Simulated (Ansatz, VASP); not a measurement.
# BN: VASP beside Ansatz

```
B N
1.0
     0.00000    2.09220    1.35993
     2.09220    0.00000    1.35993
     2.09220    2.09220    0.00000
B N
1 1
Direct
  0.00000 0.00000 0.00000
  0.75000 0.75000 0.75000
```

Alike in both runs: task single point; functional PBE; k mesh 12 × 12 × 12; occupations gaussian, width 0.05 eV; no spin polarisation.

|  | VASP | Ansatz |
| --- | --- | --- |
| version | VASP 6.6.1 | Ansatz 0.2.0 |
| potentials or method | VASP PAW PBE potentials, release 64 (B, N), cutoff 520 eV | scalar-relativistic, plane waves, PAW |
| valence electrons in the cell | 8 | 8 |

|  | VASP | Ansatz | Ansatz less VASP |
| --- | --- | --- | --- |
| gap on the k mesh at the Fermi level (eV) | none | none | - |
| pressure (GPa) | -5.9 | -6.0 | -0.12 |
| traceless stress, the component that is largest in VASP (GPa) | 102.94 | 102.96 | +0.013 |

A gap of «none» marks a metal or a gap that the smearing closes. The functional is the same, so the differences come from potentials, cutoffs and numerics.
